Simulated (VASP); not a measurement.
# BN (F-43m) in VASP: further runs

Aim: see how the results for BN move with the level of theory and the settings. Levels: PBE, LDA. Tasks: single point.

Everything below comes from runs of VASP 6.6.1. Logs are shortened: lines on timing, memory, paths and dates and some standing lists are left out, and cuts for length are marked.

**1. The cell of the first run**

Symmetry: F-43m, No. 216, cubic system. Conventional cell: a = 3.626 Å, b = 3.626 Å, c = 3.626 Å, α = 90.00°, β = 90.00°, γ = 90.00°. N (site symmetry -43m) has 4 B at 1.57 Å within 2.1 Å. B (site symmetry -43m) has 4 N at 1.57 Å within 2.1 Å.

**2. Single point, PBE**

Input file INCAR:

```
PREC = Accurate
ENCUT = 520
EDIFF = 1E-7
ISMEAR = 0
SIGMA = 0.05
LREAL = F
LASPH = T
NELM = 100
ALGO = Normal
ISIF = 2
LWAVE = F
LCHARG = F
GGA = PE
NBANDS = 11
```

Input file KPOINTS:

```
Automatic mesh
0
Gamma
  11 11 11
```

Input file POSCAR:

```
BN
1.0
    0.0000000000      1.8130010000      1.8130010000
    1.8130010000      0.0000000000      1.8130010000
    1.8130010000      1.8130010000      0.0000000000
N B
1 1
Direct
    0.2500000000      0.2500000000      0.2500000000
    0.0000000000      0.0000000000      0.0000000000
```

Potentials or basis: VASP PAW PBE potentials, release 64 (N, B).

On the command line:

```bash
$ cat potpaw_PBE.64/N/POTCAR potpaw_PBE.64/B/POTCAR > POTCAR
$ mpirun -np 1 vasp_std > vasp.out
```

OUTCAR:

```text
PREC = Accurate
   ENCUT = 520
   EDIFF = 1E-7
   ISMEAR = 0
   LREAL = F
   LASPH = T
   NELM = 100
   ISIF = 2
   GGA = PE

 ion  position               nearest neighbor table
   1  0.250  0.250  0.250-   2 1.57   2 1.57   2 1.57   2 1.57
   2  0.000  0.000  0.000-   1 1.57   1 1.57   1 1.57   1 1.57

  LATTYP: Found a face centered cubic cell.
 ALAT       =     3.6260020000

  Lattice vectors:

 A1 = (   0.0000000000,   1.8130010000,   1.8130010000)
 A2 = (   1.8130010000,   0.0000000000,   1.8130010000)
 A3 = (   1.8130010000,   1.8130010000,   0.0000000000)

Analysis of symmetry for initial positions (statically):
=====================================================================
 Subroutine PRICEL returns:
 Original cell was already a primitive cell.

 Routine SETGRP: Setting up the symmetry group for a
 face centered cubic supercell.

 Subroutine GETGRP returns: Found 24 space group operations
 (whereof 24 operations were pure point group operations)
 out of a pool of 48 trial point group operations.

The static configuration has the point symmetry T_d .

Analysis of symmetry for dynamics (positions and initial velocities):
=====================================================================
 Subroutine PRICEL returns:
 Original cell was already a primitive cell.

 Routine SETGRP: Setting up the symmetry group for a
 face centered cubic supercell.

 Subroutine GETGRP returns: Found 24 space group operations
 (whereof 24 operations were pure point group operations)
 out of a pool of 48 trial point group operations.

The dynamic configuration has the point symmetry T_d .

 Subroutine INISYM returns: Found 24 space group operations
 (whereof 24 operations are pure point group operations),
 and found     1 'primitive' translations

----------------------------------------------------------------------------------------

                                     Primitive cell

  volume of cell :      11.9186

  direct lattice vectors                    reciprocal lattice vectors
     0.000000000  1.813001000  1.813001000    -0.275785838  0.275785838  0.275785838
     1.813001000  0.000000000  1.813001000     0.275785838 -0.275785838  0.275785838
     1.813001000  1.813001000  0.000000000     0.275785838  0.275785838 -0.275785838

  length of vectors
     2.563970603  2.563970603  2.563970603     0.477675083  0.477675083  0.477675083

  position of ions in fractional coordinates (direct lattice)
     0.250000000  0.250000000  0.250000000
     0.000000000  0.000000000  0.000000000

  ion indices of the primitive-cell ions
   primitive index   ion index
                 1           1
                 2           2

----------------------------------------------------------------------------------------

 KPOINTS: Automatic mesh

Automatic generation of k-mesh.
 Grid dimensions read from file:
 generate k-points for:   11   11   11

 Generating k-lattice:

  Cartesian coordinates                     Fractional coordinates (reciprocal lattice)
    -0.025071440  0.025071440  0.025071440     0.090909091  0.000000000  0.000000000
     0.025071440 -0.025071440  0.025071440     0.000000000  0.090909091  0.000000000
     0.025071440  0.025071440 -0.025071440     0.000000000  0.000000000  0.090909091

  Length of vectors
     0.043425008  0.043425008  0.043425008

  Shift w.r.t. Gamma in fractional coordinates (k-lattice)
     0.000000000  0.000000000  0.000000000

 Subroutine IBZKPT returns following result:
 ===========================================

 Found     56 irreducible k-points:

 Following reciprocal coordinates:
            Coordinates               Weight
  0.000000  0.000000  0.000000      1.000000
  0.090909  0.000000  0.000000      8.000000
  0.181818  0.000000  0.000000      8.000000
  0.272727  0.000000  0.000000      8.000000
  0.363636  0.000000  0.000000      8.000000
  0.454545  0.000000  0.000000      8.000000
[... 16 lines left out ...]
 -0.272727  0.181818  0.000000     24.000000
 -0.181818  0.181818  0.000000     12.000000
 [... further k-points ...]
   k-points           NKPTS =     56   k-points in BZ     NKDIM =     56   number of bands    NBANDS=     11
   number of dos      NEDOS =    301   number of ions     NIONS =      2
   total plane-waves  NPLWV =   8000
   dimension x,y,z NGX =    20 NGY =   20 NGZ =   20
   dimension x,y,z NGXF=    40 NGYF=   40 NGZF=   40
   ions per type =               1   1
   NGX,Y,Z   is equivalent  to a cutoff of  12.97, 12.97, 12.97 a.u.
   NGXF,Y,Z  is equivalent  to a cutoff of  25.94, 25.94, 25.94 a.u.
 SYSTEM =  unknown system
   PREC   = accura    normal or accurate (medium, high low for compatibility)
   ISTART =      0    job   : 0-new  1-cont  2-samecut
   ICHARG =      2    charge: 1-file 2-atom 10-const
   ISPIN  =      1    spin polarized calculation?
   LNONCOLLINEAR =      F non collinear calculations
   LSORBIT =      F    spin-orbit coupling
   LASPH  =      T    aspherical Exc in radial PAW
   ENCUT  =  520.0 eV  38.22 Ry    6.18 a.u.   4.77  4.77  4.77*2*pi/ulx,y,z
   NELM   =    100;   NELMIN=  2; NELMDL= -5     # of ELM steps
   EDIFF  = 0.1E-06   stopping-criterion for ELM
   LREAL  =      F    real-space projection
   EDIFFG = 0.1E-05   stopping-criterion for IOM
   NSW    =      0    number of steps for IOM
   IBRION =     -1    ionic relax: 0-MD 1-quasi-New 2-CG
   NFREE  =      0    steps in history (QN), initial steepest desc. (CG)
   ISIF   =      2    stress and relaxation
   ISYM   =      2    0-nonsym 1-usesym 2-fastsym
   POTIM  = 0.5000    time-step for ionic-motion
   TEBEG  =    0.0;   TEEND  =   0.0 temperature during run
   PSTRESS=    0.0 pullay stress
   NELECT =       8.0000    total number of electrons
   NUPDOWN=      -1.0000    fix difference up-down
   EMIN   =  10.00;   EMAX   =-10.00  energy-range for DOS
   EFERMI =   0.00;   METHOD = LEGACY
   ISMEAR =     0;   SIGMA  =   0.05  broadening in eV -4-tet -1-fermi 0-gaus
   EFERMI_NEDOS =   21; number of points for ismear=-14 and -15
   IALGO  =     38    algorithm
   IMIX   =      4    mixing-type and parameters
     AMIX     =   0.40;   BMIX     =  1.00
     AMIX_MAG =   1.60;   BMIX_MAG =  1.00
  volume/ion in A,a.u.               =       5.96        40.22
  Fermi-wavevector in a.u.,A,eV,Ry     =   1.433387  2.708709 27.954506  2.054598
  Thomas-Fermi vector in A             =   2.552911
   LORBIT       =      0    0 simple, 1 ext, 2 COOP (PROOUT), +10 PAW based schemes
   GGA     = PE    functional components
   LHFCALC =     F    Hartree Fock is set to
   AEXX    =    0.0000 exact exchange contribution
   IVDW    =     0    specifies the selected vdW correction
   LEPSILON=     F    determine dielectric tensor
   LRPA    =     F    only Hartree local field effects (RPA)
 non-spin polarized calculation
 Gauss-broadening in eV      SIGMA  =   0.05
  energy-cutoff  :      520.00
  volume of cell :       11.92
 maximum number of plane-waves:       331
   NGX =  9   NGY =  9   NGZ =  9

 number of electron       7.9999999 magnetization

 Free energy of the ion-electron system (eV)
  ---------------------------------------------------
  ext. energy  EPLUGINS =         0.00000000
  ---------------------------------------------------
  free energy    TOTEN  =       -17.45103681 eV

  energy without entropy =      -17.45103681  energy(sigma->0) =      -17.45103681

 E-fermi :   7.5833     XC(G=0): -12.7771

 val. band max:        7.2910639304   @ k =   0.0000   0.0000   0.0000
 cond. band min:      11.8434463388   @ k =   0.4545   0.4545   0.0000
 fundamental gap:      4.5523824083
 Fermi energy:         7.5833315589

 k-point     1 :       0.0000    0.0000    0.0000
  band No.  band energies     occupation
      1     -12.8363      2.00000
      2       7.2911      2.00000
      3       7.2911      2.00000
      4       7.2911      2.00000
      5      16.0675      0.00000
      6      16.0675      0.00000
      7      16.0675      0.00000
      8      17.4925      0.00000
      9      31.8724      0.00000
     10      34.9486      0.00000
     11      34.9486      0.00000

 k-point     2 :       0.0909    0.0000    0.0000
  band No.  band energies     occupation
      1     -12.6367      2.00000
      2       6.2279      2.00000
      3       7.0804      2.00000
      4       7.0804      2.00000
      5      16.2905      0.00000
      6      16.3867      0.00000
      7      16.3867      0.00000
      8      18.1654      0.00000
      9      31.6531      0.00000
     10      32.5732      0.00000
     11      32.5732      0.00000

 k-point     3 :       0.1818    0.0000    0.0000
  band No.  band energies     occupation
      1     -12.0471      2.00000
      2       3.8631      2.00000
      3       6.5852      2.00000
      4       6.5852      2.00000
      5      16.6094      0.00000
      6      17.0932      0.00000
      7      17.0932      0.00000
      8      19.6616      0.00000
      9      31.0455      0.00000
     10      31.0455      0.00000
     11      31.0568      0.00000

 k-point     4 :       0.2727    0.0000    0.0000
  band No.  band energies     occupation
      1     -11.1037      2.00000
      2       1.1808      2.00000
      3       6.0450      2.00000
      4       6.0450      2.00000
      5      16.9158      0.00000
      6      17.6927      0.00000
      7      17.6927      0.00000
      8      21.0496      0.00000
      9      30.5253      0.00000
     10      30.9081      0.00000
     11      30.9081      0.00000
[... 239 lines left out ...]
 k-point    22 :      -0.3636    0.1818    0.0000
  band No.  band energies     occupation
      1      -8.5994      2.00000
      2      -1.9679      2.00000
      3       2.7524      2.00000
      4       4.9260      2.00000
      5      16.7242      0.00000
      6      19.4225      0.00000
      7      19.5494      0.00000
      8      22.6507      0.00000
      9      28.3488      0.00000
     10      31.0657      0.00000
     11      33.8696      0.00000

 k-point    23 :      -0.2727    0.1818    0.0000
  band No.  band energies     occupation
      1      -9.7098      2.00000
      2      -0.1443      2.00000
      3       2.8253      2.00000
      4       5.5867      2.00000
      5      17.4433      0.00000
      6      18.7096      0.00000
      7      19.1062      0.00000
      8      21.5414      0.00000
      9      29.1307      0.00000
     10      29.3261      0.00000
     11      33.8663      0.00000

 k-point    24 :      -0.1818    0.1818    0.0000
  band No.  band energies     occupation
      1     -10.7924      2.00000
      2       1.7785      2.00000
      3       3.5671      2.00000
      4       6.2556      2.00000
      5      17.8256      0.00000
      6      17.8685      0.00000
      7      18.3007      0.00000
      8      20.6541      0.00000
      9      28.5005      0.00000
     10      29.5421      0.00000
     11      33.9153      0.00000

 [... further k-points ...]

------------------------ aborting loop because EDIFF is reached ----------------------------------------

  FORCE on cell =-STRESS in cart. coord.  units (eV):
  Direction    XX          YY          ZZ          XY          YZ          ZX
  --------------------------------------------------------------------------------------
  -------------------------------------------------------------------------------------
  Total       -0.0125586     -0.0125586     -0.0125586      0.0000000      0.0000000      0.0000000
  in kB       -1.6882161     -1.6882161     -1.6882161      0.0000000      0.0000000      0.0000000
  external PRESSURE =      -1.6882161 kB  Pullay stress =       0.0000000 kB

 VOLUME and BASIS-vectors are now :
 -----------------------------------------------------------------------------
  energy-cutoff  :      520.00
  volume of cell :       11.92
      direct lattice vectors                 reciprocal lattice vectors
     0.000000000  1.813001000  1.813001000    -0.275785838  0.275785838  0.275785838
     1.813001000  0.000000000  1.813001000     0.275785838 -0.275785838  0.275785838
     1.813001000  1.813001000  0.000000000     0.275785838  0.275785838 -0.275785838

 POSITION                                       TOTAL-FORCE (eV/Angst)
 -----------------------------------------------------------------------------------
      0.90650      0.90650      0.90650        -0.000000     -0.000000     -0.000000
      0.00000      0.00000      0.00000         0.000000      0.000000      0.000000
 -----------------------------------------------------------------------------------
    total drift:                                0.000000      0.000000      0.000000

  FREE ENERGIE OF THE ION-ELECTRON SYSTEM (eV)
  ---------------------------------------------------
  free  energy   TOTEN  =       -17.4510368077 eV

  energy  without entropy=      -17.4510368077  energy(sigma->0) =      -17.45103681
```

It took 9.3 s on 1 thread of Intel Xeon Platinum 8375C at 2.90GHz (Ice Lake), shared host; peak memory 0.12 GiB.

Results:

```
Free energy            : -17.4510 eV
Pressure               : -0.2 GPa
Band gap on the k mesh : 4.55 eV, indirect (least direct gap 8.78 eV)
```

A k mesh can miss the band edges. A hybrid or GW would open this gap; PBE tends to underestimate it.

**3. Single point, PBE**

Input file INCAR:

```
SYSTEM = BN
PREC = Accurate ; ENCUT = 520
EDIFF = 1E-6 ; ISMEAR = 0
SIGMA = 0.01 ; LREAL = .FALSE.
LASPH = .TRUE. ; NELM = 100
ALGO = Normal ; ISIF = 2
LWAVE = .FALSE. ; LCHARG = .FALSE.
GGA = PE ; NBANDS = 11
```

Input file KPOINTS:

```
Automatic mesh
0
G
  13 13 13
  0 0 0
```

POSCAR is that of step 2.

Potentials or basis: VASP PAW PBE potentials, release 64 (N, B).

On the command line:

```bash
$ cat potpaw_PBE.64/N/POTCAR potpaw_PBE.64/B/POTCAR > POTCAR
$ mpirun -np 1 vasp_std > vasp.out
```

It took 15 s on 1 thread of Intel Xeon Platinum 8375C at 2.90GHz (Ice Lake), shared host; peak memory 0.12 GiB.

Results (log left out):

```
Free energy            : -17.4510 eV
Pressure               : -0.2 GPa
Band gap on the k mesh : 4.52 eV, indirect (least direct gap 8.78 eV)
```

Levels at points of the mesh, in eV from the valence-band top:
| k point | band 1 | band 2 | band 3 | band 4 | band 5 | band 6 | band 7 | band 8 |
| --- | --- | --- | --- | --- | --- | --- | --- | --- |
| (0.00, 0.00, 0.00) | -20.13 | 0.00 | 0.00 | 0.00 | 8.78 | 8.78 | 8.78 | 10.20 |

A k mesh can miss the band edges.

**4. Single point, LDA**

Input file INCAR:

```
SYSTEM = BN
PREC = Accurate
ENCUT = 520
EDIFF = 1E-6
ISMEAR = 0
SIGMA = 0.05
LREAL = .FALSE.
LASPH = .TRUE.
NELM = 80
ALGO = Normal
ISIF = 2
LWAVE = .FALSE.
LCHARG = .FALSE.
GGA = CA
NBANDS = 11
```

Input file KPOINTS:

```
regular mesh
0
G
  14 14 14
  0 0 0
```

POSCAR is that of step 3.

Potentials or basis: VASP PAW LDA potentials, release 64 (N, B).

On the command line:

```bash
$ cat potpaw_LDA.64/N/POTCAR potpaw_LDA.64/B/POTCAR > POTCAR
$ mpirun -np 1 vasp_std > vasp.out
```

Run time: 14 s. Hardware: 1 thread of Intel Xeon Platinum 8375C at 2.90GHz (Ice Lake), shared host; peak memory 0.12 GiB.

The run converged. Its results:

```yaml
Free_energy: -19.3968 eV
Pressure: -13.3 GPa
Band_gap_on_the_k_mesh: 4.33 eV, indirect (least direct gap 8.64 eV)
```

Levels at points of the mesh, in eV from the valence-band top:
| k point | band 1 | band 2 | band 3 | band 4 | band 5 | band 6 | band 7 | band 8 | band 9 |
| --- | --- | --- | --- | --- | --- | --- | --- | --- | --- |
| (0.00, 0.00, 0.00) | -19.97 | 0.00 | 0.00 | 0.00 | 8.64 | 8.64 | 8.64 | 10.29 | 24.32 |
| (0.50, 0.00, 0.00) | -15.73 | -10.63 | -1.93 | -1.93 | 10.09 | 10.51 | 10.51 | 14.92 | 22.95 |
| (0.50, 0.50, 0.00) | -14.36 | -8.83 | -4.88 | -4.88 | 4.33 | 9.09 | 17.56 | 17.56 | 20.35 |

A k mesh can miss the band edges. LDA gaps usually lie below the measured ones, often by a third to a half.

**5. Single point, LDA**

Input file INCAR:

```
PREC = Accurate ; ENCUT = 520
EDIFF = 1E-6 ; ISMEAR = 0
SIGMA = 0.05 ; LREAL = F
LASPH = T ; NELM = 100
ALGO = Normal ; ISIF = 2
LWAVE = F ; LCHARG = T
GGA = CA ; LELF = T
LVHAR = T ; NBANDS = 11
```

Input file KPOINTS:

```
Automatic mesh
0
Gamma
  17 17 17
```

POSCAR is that of step 4.

Potentials or basis: VASP PAW LDA potentials, release 64 (N, B).

On the command line:

```bash
$ cat potpaw_LDA.64/N/POTCAR potpaw_LDA.64/B/POTCAR > POTCAR
$ mpirun -np 1 vasp_std > vasp.out
```

OUTCAR:

```text
PREC = Accurate
   ENCUT = 520
   EDIFF = 1E-6
   ISMEAR = 0
   LREAL = F
   LASPH = T
   NELM = 100
   ISIF = 2
   GGA = CA

 ion  position               nearest neighbor table
   1  0.250  0.250  0.250-   2 1.57   2 1.57   2 1.57   2 1.57
   2  0.000  0.000  0.000-   1 1.57   1 1.57   1 1.57   1 1.57

  LATTYP: Found a face centered cubic cell.
 ALAT       =     3.6260020000

  Lattice vectors:

 A1 = (   0.0000000000,   1.8130010000,   1.8130010000)
[... 522 lines left out ...]
------------------------ aborting loop because EDIFF is reached ----------------------------------------

  FORCE on cell =-STRESS in cart. coord.  units (eV):
  Direction    XX          YY          ZZ          XY          YZ          ZX
  --------------------------------------------------------------------------------------
  -------------------------------------------------------------------------------------
  Total       -0.9922458     -0.9922458     -0.9922458     -0.0000000      0.0000000      0.0000000
  in kB     -133.3846129   -133.3846129   -133.3846129     -0.0000000      0.0000000      0.0000000
  external PRESSURE =    -133.3846129 kB  Pullay stress =       0.0000000 kB

 VOLUME and BASIS-vectors are now :
 -----------------------------------------------------------------------------
  energy-cutoff  :      520.00
  volume of cell :       11.92
      direct lattice vectors                 reciprocal lattice vectors
     0.000000000  1.813001000  1.813001000    -0.275785838  0.275785838  0.275785838
     1.813001000  0.000000000  1.813001000     0.275785838 -0.275785838  0.275785838
     1.813001000  1.813001000  0.000000000     0.275785838  0.275785838 -0.275785838

 POSITION                                       TOTAL-FORCE (eV/Angst)
 -----------------------------------------------------------------------------------
      0.90650      0.90650      0.90650        -0.000000     -0.000000     -0.000000
      0.00000      0.00000      0.00000         0.000000      0.000000      0.000000
 -----------------------------------------------------------------------------------
    total drift:                               -0.000000     -0.000000     -0.000000

  FREE ENERGIE OF THE ION-ELECTRON SYSTEM (eV)
  ---------------------------------------------------
  free  energy   TOTEN  =       -19.3967934026 eV

  energy  without entropy=      -19.3967934026  energy(sigma->0) =      -19.39679340
```

Wall time 16 s (1 thread of Intel Xeon Platinum 8375C at 2.90GHz (Ice Lake), shared host); peak memory 0.13 GiB.

What came out:

| Item | Value |
| --- | --- |
| Free energy | -19.3968 eV |
| Pressure | -13.3 GPa |
| Band gap on the k mesh | 4.38 eV, indirect (least direct gap 8.64 eV) |

**6. Summary**

```csv
level,potentials or basis,k mesh,smearing,gap on the mesh (eV),pressure (GPa)
PBE,"VASP PAW PBE potentials, release 64 (N, B)",11 × 11 × 11,gaussian 0.05 eV,4.55,-0.2
PBE,"VASP PAW PBE potentials, release 64 (N, B)",13 × 13 × 13,gaussian 0.01 eV,4.52,-0.2
LDA,"VASP PAW LDA potentials, release 64 (N, B)",14 × 14 × 14,gaussian 0.05 eV,4.33,-13.3
LDA,"VASP PAW LDA potentials, release 64 (N, B)",17 × 17 × 17,gaussian 0.05 eV,4.38,-13.3
```

Alike in all rows: task single point; no spin polarisation; cell as given; cutoff (eV) 520.

Absolute energies hang on the potentials; compare differences alone.
